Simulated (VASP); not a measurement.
# ZrN (Fm-3m) in VASP: further runs

Runs on ZrN. Level: PBEsol. Tasks: single point, relaxation of cell and atoms.

All numbers are computed with VASP 6.6.1; they aren't measurements. Logs are shortened: lines on timing, memory, paths and dates and some standing lists are left out, and cuts for length are marked.

**1. The cell of the first run**

The structure is cubic, space group Fm-3m (No. 225). The conventional cell has a = 4.503 Å, b = 4.503 Å, c = 4.503 Å, α = 90.00°, β = 90.00°, γ = 90.00°. Within 3.0 Å of Zr (site symmetry m-3m) lie 6 N at 2.25 Å. N (site symmetry m-3m) has 6 Zr at 2.25 Å within 3.0 Å.

**2. Single point, PBEsol**

The input, INCAR:

```
SYSTEM = ZrN
  PREC = Accurate
  ENCUT = 600
  EDIFF = 1E-6
  ISMEAR = 1
  SIGMA = 0.1
  LREAL = .False.
  LASPH = .True.
  NELM = 120
  ALGO = Normal
  ISIF = 2
  LWAVE = .False.
  LCHARG = .False.
  GGA = PS
  NBANDS = 16
  GGA_COMPAT = .False.
```

The input, KPOINTS:

```
Automatic mesh
0
Gamma
  16 16 16
  0 0 0
```

The input, POSCAR:

```
ZrN
1.0
    0.0000000000      2.2515088875      2.2515088875
    2.2515088875      0.0000000000      2.2515088875
    2.2515088875      2.2515088875      0.0000000000
Zr N
1 1
Direct
    0.5000000000      0.5000000000      0.5000000000
    0.0000000000      0.0000000000      0.0000000000
```

Potentials or basis: VASP PAW PBE potentials, release 64 (Zr_sv, N).

Launch:

```
$ cat potpaw_PBE.64/Zr_sv/POTCAR potpaw_PBE.64/N/POTCAR > POTCAR
$ mpirun -np 1 vasp_std > vasp.out
```

OUTCAR:

```text
SYSTEM = ZrN
   PREC = Accurate
   ENCUT = 600
   EDIFF = 1E-6
   ISMEAR = 1
   LREAL = .False.
   LASPH = .True.
   NELM = 120
   ISIF = 2
   GGA = PS

 ion  position               nearest neighbor table
   1  0.500  0.500  0.500-   2 2.25   2 2.25   2 2.25   2 2.25   2 2.25   2 2.25
   2  0.000  0.000  0.000-   1 2.25   1 2.25   1 2.25   1 2.25   1 2.25   1 2.25

  LATTYP: Found a face centered cubic cell.
 ALAT       =     4.5030177750

  Lattice vectors:

 A1 = (   0.0000000000,   2.2515088875,   2.2515088875)
 A2 = (   2.2515088875,   0.0000000000,   2.2515088875)
 A3 = (   2.2515088875,   2.2515088875,   0.0000000000)

Analysis of symmetry for initial positions (statically):
=====================================================================
 Subroutine PRICEL returns:
 Original cell was already a primitive cell.

 Routine SETGRP: Setting up the symmetry group for a
 face centered cubic supercell.

 Subroutine GETGRP returns: Found 48 space group operations
 (whereof 48 operations were pure point group operations)
 out of a pool of 48 trial point group operations.

The static configuration has the point symmetry O_h .

Analysis of symmetry for dynamics (positions and initial velocities):
=====================================================================
 Subroutine PRICEL returns:
 Original cell was already a primitive cell.

 Routine SETGRP: Setting up the symmetry group for a
 face centered cubic supercell.

 Subroutine GETGRP returns: Found 48 space group operations
 (whereof 48 operations were pure point group operations)
 out of a pool of 48 trial point group operations.

The dynamic configuration has the point symmetry O_h .

 Subroutine INISYM returns: Found 48 space group operations
 (whereof 48 operations are pure point group operations),
 and found     1 'primitive' translations

----------------------------------------------------------------------------------------

                                     Primitive cell

  volume of cell :      22.8271

  direct lattice vectors                    reciprocal lattice vectors
     0.000000000  2.251508888  2.251508888    -0.222073296  0.222073296  0.222073296
     2.251508888  0.000000000  2.251508888     0.222073296 -0.222073296  0.222073296
     2.251508888  2.251508888  0.000000000     0.222073296  0.222073296 -0.222073296

  length of vectors
     3.184114405  3.184114405  3.184114405     0.384642232  0.384642232  0.384642232

  position of ions in fractional coordinates (direct lattice)
     0.500000000  0.500000000  0.500000000
     0.000000000  0.000000000  0.000000000

  ion indices of the primitive-cell ions
   primitive index   ion index
                 1           1
                 2           2

----------------------------------------------------------------------------------------

 KPOINTS: Automatic mesh

Automatic generation of k-mesh.
 Grid dimensions read from file:
 generate k-points for:   16   16   16

 Generating k-lattice:

  Cartesian coordinates                     Fractional coordinates (reciprocal lattice)
    -0.013879581  0.013879581  0.013879581     0.062500000  0.000000000  0.000000000
     0.013879581 -0.013879581  0.013879581     0.000000000  0.062500000  0.000000000
     0.013879581  0.013879581 -0.013879581     0.000000000  0.000000000  0.062500000

  Length of vectors
     0.024040139  0.024040139  0.024040139

  Shift w.r.t. Gamma in fractional coordinates (k-lattice)
     0.000000000  0.000000000  0.000000000

 Subroutine IBZKPT returns following result:
 ===========================================

 Found    145 irreducible k-points:

 Following reciprocal coordinates:
            Coordinates               Weight
  0.000000  0.000000  0.000000      1.000000
  0.062500  0.000000  0.000000      8.000000
  0.125000  0.000000  0.000000      8.000000
  0.187500  0.000000  0.000000      8.000000
  0.250000  0.000000  0.000000      8.000000
  0.312500  0.000000  0.000000      8.000000
[... 16 lines left out ...]
 -0.125000  0.062500  0.000000     24.000000
 -0.062500  0.062500  0.000000     12.000000
 [... further k-points ...]
   k-points           NKPTS =    145   k-points in BZ     NKDIM =    145   number of bands    NBANDS=     16
   number of dos      NEDOS =    301   number of ions     NIONS =      2
   total plane-waves  NPLWV =  21952
   dimension x,y,z NGX =    28 NGY =   28 NGZ =   28
   dimension x,y,z NGXF=    56 NGYF=   56 NGZF=   56
   ions per type =               1   1
   NGX,Y,Z   is equivalent  to a cutoff of  14.62, 14.62, 14.62 a.u.
   NGXF,Y,Z  is equivalent  to a cutoff of  29.24, 29.24, 29.24 a.u.
 SYSTEM =  ZrN
   PREC   = accura    normal or accurate (medium, high low for compatibility)
   ISTART =      0    job   : 0-new  1-cont  2-samecut
   ICHARG =      2    charge: 1-file 2-atom 10-const
   ISPIN  =      1    spin polarized calculation?
   LNONCOLLINEAR =      F non collinear calculations
   LSORBIT =      F    spin-orbit coupling
   LASPH  =      T    aspherical Exc in radial PAW
   ENCUT  =  600.0 eV  44.10 Ry    6.64 a.u.   6.36  6.36  6.36*2*pi/ulx,y,z
   NELM   =    120;   NELMIN=  2; NELMDL= -5     # of ELM steps
   EDIFF  = 0.1E-05   stopping-criterion for ELM
   LREAL  =      F    real-space projection
   EDIFFG = 0.1E-04   stopping-criterion for IOM
   NSW    =      0    number of steps for IOM
   IBRION =     -1    ionic relax: 0-MD 1-quasi-New 2-CG
   NFREE  =      0    steps in history (QN), initial steepest desc. (CG)
   ISIF   =      2    stress and relaxation
   ISYM   =      2    0-nonsym 1-usesym 2-fastsym
   POTIM  = 0.5000    time-step for ionic-motion
   TEBEG  =    0.0;   TEEND  =   0.0 temperature during run
   PSTRESS=    0.0 pullay stress
   NELECT =      17.0000    total number of electrons
   NUPDOWN=      -1.0000    fix difference up-down
   EMIN   =  10.00;   EMAX   =-10.00  energy-range for DOS
   EFERMI =   0.00;   METHOD = LEGACY
   ISMEAR =     1;   SIGMA  =   0.10  broadening in eV -4-tet -1-fermi 0-gaus
   EFERMI_NEDOS =   21; number of points for ismear=-14 and -15
   IALGO  =     38    algorithm
   IMIX   =      4    mixing-type and parameters
     AMIX     =   0.40;   BMIX     =  1.00
     AMIX_MAG =   1.60;   BMIX_MAG =  1.00
  volume/ion in A,a.u.               =      11.41        77.02
  Fermi-wavevector in a.u.,A,eV,Ry     =   1.483910  2.804183 29.959866  2.201988
  Thomas-Fermi vector in A             =   2.597512
   LORBIT       =      0    0 simple, 1 ext, 2 COOP (PROOUT), +10 PAW based schemes
   GGA     = PS    functional components
   LHFCALC =     F    Hartree Fock is set to
   AEXX    =    0.0000 exact exchange contribution
   IVDW    =     0    specifies the selected vdW correction
   LEPSILON=     F    determine dielectric tensor
   LRPA    =     F    only Hartree local field effects (RPA)
 non-spin polarized calculation
 Methfessel and Paxton  Order N= 1 SIGMA  =   0.10
  energy-cutoff  :      600.00
  volume of cell :       22.83
 maximum number of plane-waves:       778
 NGX is ok and might be reduce to    28
   NGX = 13   NGY = 13   NGZ = 13

 number of electron      17.0000001 magnetization

 Free energy of the ion-electron system (eV)
  ---------------------------------------------------
  ext. energy  EPLUGINS =         0.00000000
  ---------------------------------------------------
  free energy    TOTEN  =       -21.53013465 eV

  energy without entropy =      -21.52952643  energy(sigma->0) =      -21.52993191

 E-fermi :  12.5138     XC(G=0): -12.9648

 val. band max:       12.5101918890   @ k =  -0.1250   0.0625   0.0000
 cond. band min:      12.5194963006   @ k =  -0.1250   0.0625   0.0000
 fundamental gap:      0.0093044116
 Fermi energy:        12.5138321706

 k-point     1 :       0.0000    0.0000    0.0000
  band No.  band energies     occupation
      1     -36.7793      2.00000
      2     -14.3666      2.00000
      3     -14.3666      2.00000
      4     -14.3666      2.00000
      5      -3.9013      2.00000
      6       9.8245      2.00000
[... 8 lines left out ...]
     15      21.7063      0.00000
     16      36.0958      0.00000

 k-point     2 :       0.0625    0.0000    0.0000
  band No.  band energies     occupation
      1     -36.7724      2.00000
      2     -14.4291      2.00000
      3     -14.3709      2.00000
      4     -14.3709      2.00000
      5      -3.8083      2.00000
      6       9.4622      2.00000
[... 8 lines left out ...]
     15      21.9974      0.00000
     16      34.9846      0.00000

 k-point     3 :       0.1250    0.0000    0.0000
  band No.  band energies     occupation
      1     -36.7529      2.00000
      2     -14.6026      2.00000
      3     -14.3832      2.00000
      4     -14.3832      2.00000
      5      -3.5454      2.00000
      6       8.6415      2.00000
[... 8 lines left out ...]
     15      22.8032      0.00000
     16      33.2143      0.00000

 k-point     4 :       0.1875    0.0000    0.0000
  band No.  band energies     occupation
      1     -36.7235      2.00000
      2     -14.8510      2.00000
      3     -14.4014      2.00000
      4     -14.4014      2.00000
      5      -3.1543      2.00000
      6       7.6782      2.00000
[... 8 lines left out ...]
     15      23.9213      0.00000
     16      31.6209      0.00000

 k-point     5 :       0.2500    0.0000    0.0000
  band No.  band energies     occupation
      1     -36.6886      2.00000
      2     -15.1290      2.00000
      3     -14.4227      2.00000
      4     -14.4227      2.00000
      5      -2.6911      2.00000
      6       6.7277      2.00000
[... 8 lines left out ...]
     15      24.9722      0.00000
     16      30.2869      0.00000

 k-point     6 :       0.3125    0.0000    0.0000
  band No.  band energies     occupation
      1     -36.6534      2.00000
      2     -15.3934      2.00000
      3     -14.4439      2.00000
      4     -14.4439      2.00000
      5      -2.2163      2.00000
      6       5.8758      2.00000
[... 8 lines left out ...]
     15      25.5248      0.00000
     16      28.4102      0.00000

 k-point     7 :       0.3750    0.0000    0.0000
  band No.  band energies     occupation
      1     -36.6232      2.00000
      2     -15.6081      2.00000
      3     -14.4617      2.00000
      4     -14.4617      2.00000
      5      -1.7944      2.00000
      6       5.1886      2.00000
[... 8 lines left out ...]
     15      25.7900      0.00000
     16      26.7764      0.00000

 k-point     8 :       0.4375    0.0000    0.0000
  band No.  band energies     occupation
      1     -36.6030      2.00000
      2     -15.7473      2.00000
      3     -14.4735      2.00000
      4     -14.4735      2.00000
      5      -1.4957      2.00000
      6       4.7323      2.00000
[... 8 lines left out ...]
     15      25.5773      0.00000
     16      25.5773      0.00000

 k-point     9 :       0.5000    0.0000    0.0000
  band No.  band energies     occupation
      1     -36.5959      2.00000
      2     -15.7955      2.00000
      3     -14.4776      2.00000
      4     -14.4776      2.00000
      5      -1.3862      2.00000
      6       4.5706      2.00000
[... 8 lines left out ...]
     15      25.1081      0.00000
     16      25.1081      0.00000
[... 172 lines left out ...]
 k-point    19 :      -0.3750    0.0625    0.0000
  band No.  band energies     occupation
      1     -36.6119      2.00000
      2     -15.6468      2.00000
      3     -14.5192      2.00000
      4     -14.4586      2.00000
      5      -1.7228      2.00000
      6       5.0615      2.00000
[... 8 lines left out ...]
     15      25.7422      0.00000
     16      26.1049      0.00000

 k-point    20 :      -0.3125    0.0625    0.0000
  band No.  band energies     occupation
      1     -36.6388      2.00000
      2     -15.4612      2.00000
      3     -14.5086      2.00000
      4     -14.4349      2.00000
      5      -2.0804      2.00000
      6       5.6181      2.00000
[... 8 lines left out ...]
     15      25.6554      0.00000
     16      27.1720      0.00000

 k-point    21 :      -0.2500    0.0625    0.0000
  band No.  band energies     occupation
      1     -36.6723      2.00000
      2     -15.2190      2.00000
      3     -14.4890      2.00000
      4     -14.4105      2.00000
      5      -2.5148      2.00000
      6       6.3484      2.00000
[... 8 lines left out ...]
     15      25.3388      0.00000
     16      28.5254      0.00000

 k-point    22 :      -0.1875    0.0625    0.0000
  band No.  band energies     occupation
      1     -36.7073      2.00000
      2     -14.9524      2.00000
      3     -14.4630      2.00000
      4     -14.3891      2.00000
      5      -2.9629      2.00000
      6       7.1893      2.00000
[... 8 lines left out ...]
     15      24.4783      0.00000
     16      30.0202      0.00000

 k-point    23 :      -0.1250    0.0625    0.0000
  band No.  band energies     occupation
      1     -36.7386      2.00000
      2     -14.7023      2.00000
      3     -14.4333      2.00000
      4     -14.3739      2.00000
      5      -3.3642      2.00000
      6       8.0691      2.00000
[... 8 lines left out ...]
     15      23.3682      0.00000
     16      31.7797      0.00000

 k-point    24 :      -0.0625    0.0625    0.0000
  band No.  band energies     occupation
      1     -36.7614      2.00000
      2     -14.5154      2.00000
      3     -14.4010      2.00000
      4     -14.3675      2.00000
      5      -3.6614      2.00000
      6       8.8885      2.00000
[... 8 lines left out ...]
     15      22.4581      0.00000
     16      33.6591      0.00000

 [... further k-points ...]
[... 5 lines left out ...]
  --------------------------------------------------------------------------------------
  -------------------------------------------------------------------------------------
  Total        1.3854158      1.3854158      1.3854158      0.0000000      0.0000000     -0.0000000
  in kB       97.2388334     97.2388334     97.2388334      0.0000000      0.0000000     -0.0000000
  external PRESSURE =      97.2388334 kB  Pullay stress =       0.0000000 kB

 VOLUME and BASIS-vectors are now :
 -----------------------------------------------------------------------------
  energy-cutoff  :      600.00
  volume of cell :       22.83
      direct lattice vectors                 reciprocal lattice vectors
     0.000000000  2.251508888  2.251508888    -0.222073296  0.222073296  0.222073296
     2.251508888  0.000000000  2.251508888     0.222073296 -0.222073296  0.222073296
     2.251508888  2.251508888  0.000000000     0.222073296  0.222073296 -0.222073296

 POSITION                                       TOTAL-FORCE (eV/Angst)
 -----------------------------------------------------------------------------------
      2.25151      2.25151      2.25151        -0.000000     -0.000000     -0.000000
      0.00000      0.00000      0.00000         0.000000      0.000000      0.000000
 -----------------------------------------------------------------------------------
    total drift:                                0.000000      0.000000      0.000000

  FREE ENERGIE OF THE ION-ELECTRON SYSTEM (eV)
  ---------------------------------------------------
  free  energy   TOTEN  =       -21.5301346528 eV

  energy  without entropy=      -21.5295264300  energy(sigma->0) =      -21.52993191
```

It took 78 s on 1 thread of Intel Xeon Platinum 8488C (Sapphire Rapids), shared host; peak memory 0.2 GiB.

What came out:

```
Free energy            : -21.5301 eV
Pressure               : 9.7 GPa
Band gap on the k mesh : zero (an odd number of electrons rules out a gap without spin polarisation)
```

Caveat: the cell stands under pressure; the PAW data sets were made with another functional, which shifts forces and pressure a little.

(Continued in part 2 of 2.)
